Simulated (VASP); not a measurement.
# Sr2MgAl3 (P6/mmm) in VASP: single point with PBE

Aim: the single point of Sr2MgAl3 with PBE.

Program: VASP 6.6.1. These are calculated values, not measurements. Logs are shortened: lines on timing, memory, paths and dates and some standing lists are left out, and cuts for length are marked.

### 1 The cell of the first run

It takes space group P6/mmm (No. 191, hexagonal). Conventional cell: a = 6.078 Å, b = 6.078 Å, c = 5.734 Å, α = 90.00°, β = 90.00°, γ = 120.00°. Sr (site symmetry -6m2) has 6 Al at 3.36 Å and 3 Sr at 3.51 Å and 3 Mg at 3.51 Å within 4.4 Å. Within 4.6 Å of Mg (site symmetry 6/mmm) lie 6 Sr at 3.51 Å and 12 Al at 4.18 Å. Within 4.0 Å of Al (site symmetry mmm) lie 4 Al at 3.04 Å and 4 Sr at 3.36 Å.

### 2 Single point, PBE

The input, INCAR:

```
SYSTEM = Sr2MgAl3
PREC = Accurate
ENCUT = 520
EDIFF = 1E-7
ISMEAR = 0
SIGMA = 0.1
LREAL = .False.
LASPH = .True.
NELM = 100
ALGO = Fast
ISIF = 2
LWAVE = .False.
LCHARG = .False.
GGA = PE
NBANDS = 24
```

The input, KPOINTS:

```
regular mesh
0
Gamma
  6 6 8
  0 0 0
```

The input, POSCAR:

```
Sr2MgAl3
1.0
    6.0782708408      0.0000000000      0.0000000000
   -3.0391354204      5.2639369592      0.0000000000
    0.0000000000      0.0000000000      5.7336656549
Sr Mg Al
2 1 3
Direct
    0.3333333333      0.6666666667      0.0000000000
    0.6666666667      0.3333333333      0.0000000000
    0.0000000000      0.0000000000      0.0000000000
    0.5000000000      0.0000000000      0.5000000000
    0.5000000000      0.5000000000      0.5000000000
    0.0000000000      0.5000000000      0.5000000000
```

Potentials or basis: VASP PAW PBE potentials, release 64 (Sr_sv, Mg, Al).

Launch:

```
> cat potpaw_PBE.64/Sr_sv/POTCAR potpaw_PBE.64/Mg/POTCAR potpaw_PBE.64/Al/POTCAR > POTCAR
> mpirun -np 1 vasp_std > vasp.out
```

OUTCAR:

```text
SYSTEM = Sr2MgAl3
   PREC = Accurate
   ENCUT = 520
   EDIFF = 1E-7
   ISMEAR = 0
   LREAL = .False.
   LASPH = .True.
   NELM = 100
   ISIF = 2
   GGA = PE

 ion  position               nearest neighbor table
   1  0.333  0.667  0.000-   4 3.36   4 3.36   6 3.36   6 3.36   5 3.36   5 3.36   2 3.51   3 3.51
                             2 3.51   3 3.51   3 3.51   2 3.51
   2  0.667  0.333  0.000-   4 3.36   4 3.36   6 3.36   6 3.36   5 3.36   5 3.36   1 3.51   3 3.51
                             1 3.51   3 3.51   3 3.51   1 3.51
   3  0.000  0.000  0.000-   1 3.51   2 3.51   1 3.51   2 3.51   2 3.51   1 3.51
   4  0.500  0.000  0.500-   5 3.04   6 3.04   5 3.04   6 3.04   1 3.36   2 3.36   1 3.36   2 3.36

   5  0.500  0.500  0.500-   4 3.04   4 3.04   6 3.04   6 3.04   1 3.36   2 3.36   1 3.36   2 3.36

   6  0.000  0.500  0.500-   4 3.04   4 3.04   5 3.04   5 3.04   1 3.36   2 3.36   1 3.36   2 3.36

  LATTYP: Found a hexagonal cell.
 ALAT       =     6.0782708408
 C/A-ratio  =     0.9433053915

  Lattice vectors:

 A1 = (   6.0782708408,   0.0000000000,   0.0000000000)
 A2 = (  -3.0391354204,   5.2639369592,   0.0000000000)
 A3 = (   0.0000000000,   0.0000000000,   5.7336656549)

Analysis of symmetry for initial positions (statically):
=====================================================================
 Subroutine PRICEL returns:
 Original cell was already a primitive cell.

 Routine SETGRP: Setting up the symmetry group for a
 hexagonal supercell.

 Subroutine GETGRP returns: Found 24 space group operations
 (whereof 24 operations were pure point group operations)
 out of a pool of 24 trial point group operations.

The static configuration has the point symmetry D_6h.

Analysis of symmetry for dynamics (positions and initial velocities):
=====================================================================
 Subroutine PRICEL returns:
 Original cell was already a primitive cell.

 Routine SETGRP: Setting up the symmetry group for a
 hexagonal supercell.

 Subroutine GETGRP returns: Found 24 space group operations
 (whereof 24 operations were pure point group operations)
 out of a pool of 24 trial point group operations.

The dynamic configuration has the point symmetry D_6h.

 Subroutine INISYM returns: Found 24 space group operations
 (whereof 24 operations are pure point group operations),
 and found     1 'primitive' translations

----------------------------------------------------------------------------------------

                                     Primitive cell

  volume of cell :     183.4523

  direct lattice vectors                    reciprocal lattice vectors
     6.078270841  0.000000000  0.000000000     0.164520474  0.094985940  0.000000000
    -3.039135420  5.263936959  0.000000000     0.000000000  0.189971880  0.000000000
     0.000000000  0.000000000  5.733665655     0.000000000  0.000000000  0.174408495

  length of vectors
     6.078270841  6.078270841  5.733665655     0.189971880  0.189971880  0.174408495

  position of ions in fractional coordinates (direct lattice)
     0.333333333  0.666666667  0.000000000
     0.666666667  0.333333333  0.000000000
     0.000000000  0.000000000  0.000000000
     0.500000000  0.000000000  0.500000000
     0.500000000  0.500000000  0.500000000
     1.000000000  0.500000000  0.500000000

  ion indices of the primitive-cell ions
   primitive index   ion index
                 1           1
                 2           2
                 3           3
                 4           4
                 5           5
                 6           6

----------------------------------------------------------------------------------------

 KPOINTS: regular mesh

Automatic generation of k-mesh.
 Grid dimensions read from file:
 generate k-points for:    6    6    8

 Generating k-lattice:

  Cartesian coordinates                     Fractional coordinates (reciprocal lattice)
     0.027420079  0.015830990  0.000000000     0.166666667 -0.000000000  0.000000000
     0.000000000  0.031661980  0.000000000     0.000000000  0.166666667  0.000000000
     0.000000000  0.000000000  0.021801062     0.000000000  0.000000000  0.125000000

  Length of vectors
     0.031661980  0.031661980  0.021801062

  Shift w.r.t. Gamma in fractional coordinates (k-lattice)
     0.000000000  0.000000000  0.000000000

 Subroutine IBZKPT returns following result:
 ===========================================

 Found     35 irreducible k-points:

 Following reciprocal coordinates:
            Coordinates               Weight
  0.000000  0.000000  0.000000      1.000000
  0.166667 -0.000000  0.000000      6.000000
  0.333333 -0.000000  0.000000      6.000000
  0.500000 -0.000000  0.000000      3.000000
  0.166667  0.166667  0.000000      6.000000
  0.333333  0.166667  0.000000     12.000000
[... 16 lines left out ...]
  0.166667 -0.000000  0.375000     12.000000
  0.333333 -0.000000  0.375000     12.000000
 [... further k-points ...]
   k-points           NKPTS =     35   k-points in BZ     NKDIM =     35   number of bands    NBANDS=     24
   number of dos      NEDOS =    301   number of ions     NIONS =      6
   total plane-waves  NPLWV = 110592
   dimension x,y,z NGX =    48 NGY =   48 NGZ =   48
   dimension x,y,z NGXF=    96 NGYF=   96 NGZF=   96
   ions per type =               2   1   3
   NGX,Y,Z   is equivalent  to a cutoff of  13.13, 13.13, 13.92 a.u.
   NGXF,Y,Z  is equivalent  to a cutoff of  26.26, 26.26, 27.83 a.u.
 SYSTEM =  Sr2MgAl3
   PREC   = accura    normal or accurate (medium, high low for compatibility)
   ISTART =      0    job   : 0-new  1-cont  2-samecut
   ICHARG =      2    charge: 1-file 2-atom 10-const
   ISPIN  =      1    spin polarized calculation?
   LNONCOLLINEAR =      F non collinear calculations
   LSORBIT =      F    spin-orbit coupling
   LASPH  =      T    aspherical Exc in radial PAW
   ENCUT  =  520.0 eV  38.22 Ry    6.18 a.u.  11.30 11.30 10.66*2*pi/ulx,y,z
   NELM   =    100;   NELMIN=  2; NELMDL= -5     # of ELM steps
   EDIFF  = 0.1E-06   stopping-criterion for ELM
   LREAL  =      F    real-space projection
   EDIFFG = 0.1E-05   stopping-criterion for IOM
   NSW    =      0    number of steps for IOM
   IBRION =     -1    ionic relax: 0-MD 1-quasi-New 2-CG
   NFREE  =      0    steps in history (QN), initial steepest desc. (CG)
   ISIF   =      2    stress and relaxation
   ISYM   =      2    0-nonsym 1-usesym 2-fastsym
   POTIM  = 0.5000    time-step for ionic-motion
   TEBEG  =    0.0;   TEEND  =   0.0 temperature during run
   PSTRESS=    0.0 pullay stress
   NELECT =      31.0000    total number of electrons
   NUPDOWN=      -1.0000    fix difference up-down
   EMIN   =  10.00;   EMAX   =-10.00  energy-range for DOS
   EFERMI =   0.00;   METHOD = LEGACY
   ISMEAR =     0;   SIGMA  =   0.10  broadening in eV -4-tet -1-fermi 0-gaus
   EFERMI_NEDOS =   21; number of points for ismear=-14 and -15
   IALGO  =     68    algorithm
   IMIX   =      4    mixing-type and parameters
     AMIX     =   0.40;   BMIX     =  1.00
     AMIX_MAG =   1.60;   BMIX_MAG =  1.00
  volume/ion in A,a.u.               =      30.58       206.33
  Fermi-wavevector in a.u.,A,eV,Ry     =   0.905082  1.710356 11.145519  0.819173
  Thomas-Fermi vector in A             =   2.028606
   LORBIT       =      0    0 simple, 1 ext, 2 COOP (PROOUT), +10 PAW based schemes
   GGA     = PE    functional components
   LHFCALC =     F    Hartree Fock is set to
   AEXX    =    0.0000 exact exchange contribution
   IVDW    =     0    specifies the selected vdW correction
   LEPSILON=     F    determine dielectric tensor
   LRPA    =     F    only Hartree local field effects (RPA)
 non-spin polarized calculation
 RMM-DIIS sequential band-by-band and
 Gauss-broadening in eV      SIGMA  =   0.10
  energy-cutoff  :      520.00
  volume of cell :      183.45
 maximum number of plane-waves:      4971
 NGX is ok and might be reduce to    48
   NGX = 23   NGY = 23   NGZ = 21

 number of electron      31.0000000 magnetization

 Free energy of the ion-electron system (eV)
  ---------------------------------------------------
  ext. energy  EPLUGINS =         0.00000000
  ---------------------------------------------------
  free energy    TOTEN  =       -14.16505901 eV

  energy without entropy =      -14.14190417  energy(sigma->0) =      -14.15348159

 E-fermi :   2.8232     XC(G=0):  -8.3614

 val. band max:        2.8029357165   @ k =   0.0000   0.0000   0.5000
 cond. band min:       2.8240640526   @ k =   0.3333  -0.0000   0.0000
 fundamental gap:      0.0211283362
 Fermi energy:         2.8231820809

 k-point     1 :       0.0000    0.0000    0.0000
  band No.  band energies     occupation
      1     -32.6773      2.00000
      2     -32.5907      2.00000
      3     -15.0065      2.00000
      4     -15.0065      2.00000
      5     -14.6957      2.00000
      6     -14.5738      2.00000
[... 16 lines left out ...]
     23       5.6523      0.00000
     24       6.0163      0.00000

 k-point     2 :       0.1667   -0.0000    0.0000
  band No.  band energies     occupation
      1     -32.6722      2.00000
      2     -32.5958      2.00000
      3     -15.0175      2.00000
      4     -14.9871      2.00000
      5     -14.6875      2.00000
      6     -14.5955      2.00000
[... 16 lines left out ...]
     23       5.9150      0.00000
     24       5.9781      0.00000

 k-point     3 :       0.3333   -0.0000    0.0000
  band No.  band energies     occupation
      1     -32.6591      2.00000
      2     -32.6091      2.00000
      3     -15.0380      2.00000
      4     -14.9407      2.00000
      5     -14.6664      2.00000
      6     -14.6466      2.00000
[... 16 lines left out ...]
     23       5.8103      0.00000
     24       6.7231      0.00000

 k-point     4 :       0.5000   -0.0000    0.0000
  band No.  band energies     occupation
      1     -32.6486      2.00000
      2     -32.6197      2.00000
      3     -15.0475      2.00000
      4     -14.9106      2.00000
      5     -14.6791      2.00000
      6     -14.6494      2.00000
[... 16 lines left out ...]
     23       5.9626      0.00000
     24       6.7333      0.00000

 k-point     5 :       0.1667    0.1667    0.0000
  band No.  band energies     occupation
      1     -32.6630      2.00000
      2     -32.6052      2.00000
      3     -15.0374      2.00000
      4     -14.9469      2.00000
      5     -14.6726      2.00000
      6     -14.6388      2.00000
[... 16 lines left out ...]
     23       5.8015      0.00000
     24       6.4294      0.00000

 k-point     6 :       0.3333    0.1667    0.0000
  band No.  band energies     occupation
      1     -32.6486      2.00000
      2     -32.6197      2.00000
      3     -15.0576      2.00000
      4     -14.8863      2.00000
      5     -14.7023      2.00000
      6     -14.6494      2.00000
[... 16 lines left out ...]
     23       6.0751      0.00000
     24       6.5499      0.00000
[... 379 lines left out ...]
 k-point    21 :       0.3333    0.3333    0.2500
  band No.  band energies     occupation
      1     -32.6341      2.00000
      2     -32.6341      2.00000
      3     -15.0696      2.00000
      4     -14.7939      2.00000
      5     -14.7939      2.00000
      6     -14.6326      2.00000
[... 16 lines left out ...]
     23       5.5990      0.00000
     24       6.5669      0.00000

 k-point    22 :       0.0000    0.0000    0.3750
  band No.  band energies     occupation
      1     -32.6772      2.00000
      2     -32.5906      2.00000
      3     -15.0052      2.00000
      4     -15.0052      2.00000
      5     -14.7109      2.00000
      6     -14.5734      2.00000
[... 16 lines left out ...]
     23       6.2989      0.00000
     24       6.7699      0.00000

 k-point    23 :       0.1667   -0.0000    0.3750
  band No.  band energies     occupation
      1     -32.6721      2.00000
      2     -32.5958      2.00000
      3     -15.0162      2.00000
      4     -14.9858      2.00000
      5     -14.7022      2.00000
      6     -14.5951      2.00000
[... 16 lines left out ...]
     23       6.6452      0.00000
     24       6.7268      0.00000

 k-point    24 :       0.3333   -0.0000    0.3750
  band No.  band energies     occupation
      1     -32.6590      2.00000
      2     -32.6091      2.00000
      3     -15.0366      2.00000
      4     -14.9395      2.00000
      5     -14.6797      2.00000
      6     -14.6460      2.00000
[... 16 lines left out ...]
     23       6.3296      0.00000
     24       6.4825      0.00000

 [... further k-points ...]
[... 5 lines left out ...]
  --------------------------------------------------------------------------------------
  -------------------------------------------------------------------------------------
  Total        0.0219318      0.0219318      0.0557481      0.0000000      0.0000000      0.0000000
  in kB        0.1915408      0.1915408      0.4868752      0.0000000      0.0000000      0.0000000
  external PRESSURE =       0.2899856 kB  Pullay stress =       0.0000000 kB

 VOLUME and BASIS-vectors are now :
 -----------------------------------------------------------------------------
  energy-cutoff  :      520.00
  volume of cell :      183.45
      direct lattice vectors                 reciprocal lattice vectors
     6.078270841  0.000000000  0.000000000     0.164520474  0.094985940  0.000000000
    -3.039135420  5.263936959  0.000000000     0.000000000  0.189971880  0.000000000
     0.000000000  0.000000000  5.733665655     0.000000000  0.000000000  0.174408495

 POSITION                                       TOTAL-FORCE (eV/Angst)
 -----------------------------------------------------------------------------------
     -0.00000      3.50929      0.00000         0.000000     -0.000000      0.000000
      3.03914      1.75465      0.00000        -0.000000      0.000000      0.000000
      0.00000      0.00000      0.00000         0.000000      0.000000      0.000000
      3.03914      0.00000      2.86683         0.000000      0.000000      0.000000
      1.51957      2.63197      2.86683         0.000000      0.000000      0.000000
     -1.51957      2.63197      2.86683         0.000000      0.000000      0.000000
 -----------------------------------------------------------------------------------
    total drift:                               -0.000000      0.000000      0.000000

  FREE ENERGIE OF THE ION-ELECTRON SYSTEM (eV)
  ---------------------------------------------------
  free  energy   TOTEN  =       -14.1650590051 eV

  energy  without entropy=      -14.1419041673  energy(sigma->0) =      -14.15348159
```

Wall time 2.8 min (1 thread of Intel Xeon 6975P-C (Granite Rapids), shared host); peak memory 0.42 GiB.

What came out:

```
Free energy : -14.1651 eV
Pressure    : 0.0 GPa
```
